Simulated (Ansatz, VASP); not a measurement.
# Two plane-wave programs on CaF

```
CELL_PARAMETERS angstrom
3.98950 0.00000 0.00000
-1.99475 3.45501 0.00000
0.00000 0.00000 6.36533
ATOMIC_POSITIONS crystal
Ca 0.33333 0.66667 0.99960
Ca 0.66667 0.33333 0.49960
F 0.33333 0.66667 0.38250
F 0.66667 0.33333 0.88250
```

Alike in both runs: functional PBE; k mesh 12 × 12 × 8; occupations gaussian, width 0.1 eV; no spin polarisation.

Ansatz relaxed the structure, and its values are those at the end. VASP's run is a single point on that final structure, the one shown.

|  | VASP | Ansatz |
| --- | --- | --- |
| version | VASP 6.6.1 | Ansatz 0.2.0 |
| potentials or method | VASP PAW PBE potentials, release 64 (Ca_sv, F), cutoff 520 eV | scalar-relativistic, plane waves, PAW |
| valence electrons in the cell | 34 | 34 |

|  | VASP | Ansatz | Ansatz less VASP |
| --- | --- | --- | --- |
| gap on the k mesh at the Fermi level (eV) | none | none | - |
| pressure (GPa) | 0.1 | 0.0 | -0.06 |

A gap of «none» marks a metal or a gap that the smearing closes. With one functional, cell and mesh, what is left measures potentials, basis and numerics.
